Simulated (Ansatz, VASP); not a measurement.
## MgS: VASP beside Ansatz

INCAR

```
PREC = Accurate ; ENCUT = 520
EDIFF = 1E-6 ; ISMEAR = 0
SIGMA = 0.05 ; LREAL = F
LASPH = T ; NELM = 80
ALGO = Normal ; ISIF = 2
LWAVE = F ; LCHARG = T
GGA = PE ; LELF = T
LVHAR = T ; NBANDS = 11
```

Contents of KPOINTS:

```
regular mesh
0
Gamma
  8 8 8
```

File POSCAR:

```
MgS
1.0
    0.0000000000      2.4975840000      2.6016500000
    2.4975840000      0.0000000000      2.6016500000
    2.4975840000      2.4975840000      0.0000000000
Mg S
1 1
Direct
    0.0000000000      0.0000000000      0.0000000000
    0.5000000000      0.5000000000      0.5000000000
```

Input for Ansatz:

```yaml
crystal:
  lattice:
    - [0.0, 2.497584, 2.60165]
    - [2.497584, 0.0, 2.60165]
    - [2.497584, 2.497584, 0.0]
  atoms:
    - { symbol: Mg, position: [0.0, 0.0, 0.0] }
    - { symbol: S, position: [0.5, 0.5, 0.5] }
basis:
  ecutwfc: 420
kpoints:
  mp_grid: { grid: [8, 8, 8] }
hamiltonian:
  xc: pbe
scf:
  occupations: { method: gaussian, width: 0.05 }
output:
  forces: true
  stress: true
  eigenvalues: true
```

Change from the starting cell: strain -0.040 along x and y, +0.000 along z, atoms carried along.

Alike in both runs: task single point; functional PBE; k mesh 8 × 8 × 8; occupations gaussian, width 0.05 eV; no spin polarisation.

```csv
,VASP,Ansatz
version,VASP 6.6.1,Ansatz 0.2.0
potentials or method,"VASP PAW PBE potentials, release 64 (Mg, S), cutoff 520 eV","scalar-relativistic, plane waves, PAW"
valence electrons in the cell,8,16
```

|  | VASP | Ansatz | Ansatz less VASP |
| --- | --- | --- | --- |
| gap on the k mesh at the Fermi level (eV) | 2.78 | 2.79 | +0.009 |
| least direct gap on the mesh (eV) | 4.28 | 4.29 | +0.008 |
| pressure (GPa) | 8.7 | 9.1 | +0.32 |
| traceless stress, the component that is largest in VASP (GPa) | -4.16 | -4.17 | -0.008 |

VASP's potentials hold 8 valence electrons a cell and Ansatz's 16, so a difference there can come from the potentials and not from the codes.
